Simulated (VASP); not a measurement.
A run of VASP 6.6.1:

File INCAR:

```
SYSTEM = Si2W
PREC     = Accurate       ! precision mode
ENCUT    = 600            ! plane-wave cutoff, eV
EDIFF    = 1E-6           ! SCF threshold, eV
ISMEAR   = -1             ! smearing method
SIGMA    = 0.05           ! smearing width, eV
LREAL    = .FALSE.        ! projectors in reciprocal space
LASPH    = .TRUE.         ! aspherical terms in the spheres
NELM     = 60             ! most SCF steps
ALGO     = Normal         ! electronic algorithm
ISIF     = 3              ! what is computed and relaxed
LWAVE    = .FALSE.        ! write WAVECAR
LCHARG   = .FALSE.        ! write CHGCAR
GGA      = CA             ! functional
IBRION   = 2              ! ionic algorithm
NSW      = 60             ! ionic steps
EDIFFG   = -0.01          ! ionic threshold
```

KPOINTS

```
regular mesh
0
G
  12 12 12
  0 0 0
```

The input POSCAR:

```
Si2W
1.0
   -1.6069000000      1.6069000000      3.9149500000
    1.6069000000     -1.6069000000      3.9149500000
    1.6069000000      1.6069000000     -3.9149500000
W Si
1 2
Direct
    0.0000000000      0.0000000000      0.0000000000
    0.6653000000      0.6653000000      0.0000000000
    0.3347000000      0.3347000000      0.0000000000
```

Potentials or basis: VASP PAW LDA potentials, release 64 (W_sv, Si).

The run is started by

```console
$ cat potpaw_LDA.64/W_sv/POTCAR potpaw_LDA.64/Si/POTCAR > POTCAR
$ mpirun -np 1 vasp_std > vasp.out
```

Hardware: 1 thread of Intel Xeon 8259CL, on a shared host.

**Question.** How long does it take, and how much memory?

**Answer.** Run time: 13 min on 1 thread of Intel Xeon 8259CL (shared host), peak memory 0.27 GiB. Counts: scf iterations 47, k points 163, ion steps 8.
